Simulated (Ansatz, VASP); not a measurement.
**WSe2 in VASP and in Ansatz**

INCAR

```
PREC     = Accurate       # precision mode
ENCUT    = 520            # plane-wave cutoff, eV
EDIFF    = 1E-7           # SCF threshold, eV
ISMEAR   = 0              # smearing method
SIGMA    = 0.05           # smearing width, eV
LREAL    = F              # projectors in reciprocal space
LASPH    = T              # aspherical terms in the spheres
NELM     = 60             # most SCF steps
ALGO     = Normal         # electronic algorithm
ISIF     = 2              # what is computed and relaxed
LWAVE    = F              # write WAVECAR
LCHARG   = T              # write CHGCAR
LDIPOL   = T            
IDIPOL   = 3            
DIPOL    = 0.5 0.5 0.398
GGA      = PE             # functional
IVDW     = 12             # dispersion correction
LELF     = T              # ELF
LVHAR    = T            
LVACPOTAV= T            
NBANDS   = 35             # bands
```

KPOINTS

```
regular mesh
0
Gamma
  9 9 1
```

Contents of POSCAR:

```
WSe2
1.0
    3.2854807123      0.0000000000      0.0000000000
   -1.6427403561      2.8453097605      0.0000000000
    0.0000000000      0.0000000000     24.2386612352
Se W
4 2
Direct
    0.3333333333      0.6666666667      0.1856538179
    0.3333333333      0.6666666667      0.3246602831
    0.6666666667      0.8333333333      0.4715330812
    0.6666666667      0.8333333333      0.6105395464
    0.6666666667      0.3333333333      0.2551570505
    0.3333333333      1.1666666667      0.5410363138
```

Input for Ansatz:

```yaml
crystal:
  lattice:
    - [3.2854807123, 0.0, 0.0]
    - [-1.6427403561, 2.8453097605, 0.0]
    - [0.0, 0.0, 24.2386612352]
  atoms:
    - { symbol: Se, position: [0.3333333333, 0.6666666667, 0.1856538179] }
    - { symbol: W, position: [0.6666666667, 0.3333333333, 0.2551570505] }
    - { symbol: Se, position: [0.3333333333, 0.6666666667, 0.3246602831] }
    - { symbol: Se, position: [0.6666666667, 0.8333333333, 0.4715330812] }
    - { symbol: W, position: [0.3333333333, 1.1666666667, 0.5410363138] }
    - { symbol: Se, position: [0.6666666667, 0.8333333333, 0.6105395464] }
basis:
  ecutwfc: 420
kpoints:
  mp_grid: { grid: [9, 9, 1] }
hamiltonian:
  xc: pbe
  pseudopotentials: { kind: paw, azcp: { folder: soft_1 } }
  dispersion: d3bj
scf:
  occupations: { method: gaussian, width: 0.05 }
output:
  forces: true
  eigenvalues: true
efield:
  axis: 3
  dipole_correction: true
  ramp_width: 0.04
```

Alike in both runs: task single point; functional PBE; dispersion D3(BJ); k mesh 9 × 9 × 1; occupations gaussian, width 0.05 eV; no spin polarisation.

```csv
,VASP,Ansatz
version,VASP 6.6.1,Ansatz 0.2.0
potentials or method,"VASP PAW PBE potentials, release 64 (Se, W_sv), cutoff 520 eV","scalar-relativistic, plane waves, PAW"
valence electrons in the cell,52,92
```

```csv
,VASP,Ansatz,Ansatz less VASP
gap on the k mesh at the Fermi level (eV),1.55,1.55,-0.001
least direct gap on the mesh (eV),1.66,1.66,+0.004
rms of the force components (eV/Å),0.029,0.015,-0.0143
```

VASP's potentials hold 52 valence electrons a cell and Ansatz's 92, so a difference there can come from the potentials and not from the codes.

Neither program's run includes spin-orbit coupling.
